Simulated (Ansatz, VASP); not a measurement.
**Si: VASP beside Ansatz**

```
Si
1.0
     4.47435    0.00000    0.00000
    -2.23718    3.87490    0.00000
     0.00000    0.00000    2.56223
Si
3
Direct
  0.00000 0.00000 0.00000
  0.33333 0.66667 0.50000
  0.66667 0.33333 0.50000
```

Alike in both runs: functional PBE; k mesh 8 × 8 × 12; occupations fermi-dirac, width 0.1 eV; no spin polarisation.

Ansatz relaxed the structure, and its values are those at the end. VASP's run is a single point on that final structure, the one shown.

|  | VASP | Ansatz |
| --- | --- | --- |
| version | VASP 6.6.1 | Ansatz 0.2.0 |
| potentials or method | VASP PAW PBE potentials, release 64 (Si), cutoff 520 eV | plane waves (420 eV) with PAW, scalar-relativistic |
| valence electrons in the cell | 12 | 12 |

|  | VASP | Ansatz | Ansatz less VASP |
| --- | --- | --- | --- |
| pressure (GPa) | 0.0 | 0.0 | +0.03 |

With one functional, cell and mesh, what is left measures potentials, basis and numerics.
